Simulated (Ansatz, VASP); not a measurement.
Two plane-wave programs on MgO

Contents of INCAR:

```
SYSTEM = MgO
PREC = Accurate ; ENCUT = 520
EDIFF = 1E-6 ; ISMEAR = 0
SIGMA = 0.05 ; LREAL = .FALSE.
LASPH = .TRUE. ; NELM = 100
ALGO = Normal ; ISIF = 2
LWAVE = .FALSE. ; LCHARG = .FALSE.
GGA = PE ; NBANDS = 11
```

File KPOINTS:

```
Automatic mesh
0
G
  14 14 14
  0 0 0
```

POSCAR

```
MgO
1.0
    0.0000000000      2.1555039990      2.1555039990
    2.1555039990      0.0000000000      2.1555039990
    2.1555039990      2.1555039990      0.0000000000
Mg O
1 1
Direct
    0.0000000000      0.0000000000      0.0000000000
    0.5000000000      0.5000000000      0.5000000000
```

Input for Ansatz:

```yaml
crystal:
  lattice:
    - [0.0, 2.155503999, 2.155503999]
    - [2.155503999, 0.0, 2.155503999]
    - [2.155503999, 2.155503999, 0.0]
  atoms:
    - { symbol: Mg, position: [0.0, 0.0, 0.0] }
    - { symbol: O, position: [0.5, 0.5, 0.5] }
basis:
  ecutwfc: 420
  ecutrho_ratio: 4
kpoints:
  mp_grid: { grid: [14, 14, 14] }
hamiltonian:
  xc: pbe
scf:
  occupations: { method: gaussian, width: 0.05 }
output:
  forces: true
  stress: true
  eigenvalues: true
  write_density: true
  write_potential: true
  elf: true
  volumetric_format: npy
```

Alike in both runs: task single point; functional PBE; k mesh 14 × 14 × 14; occupations gaussian, width 0.05 eV; no spin polarisation.

```csv
,VASP,Ansatz
version,VASP 6.6.1,Ansatz 0.2.0
potentials or method,"VASP PAW PBE potentials, release 64 (Mg, O), cutoff 520 eV","scalar-relativistic, plane waves, PAW"
valence electrons in the cell,8,16
```

```csv
,VASP,Ansatz,Ansatz less VASP
gap on the k mesh at the Fermi level (eV),4.08,4.10,+0.019
least direct gap on the mesh (eV),4.08,4.10,+0.019
pressure (GPa),-6.3,-5.5,+0.75
```

VASP's potentials hold 8 valence electrons a cell and Ansatz's 16, so a difference there can come from the potentials and not from the codes.
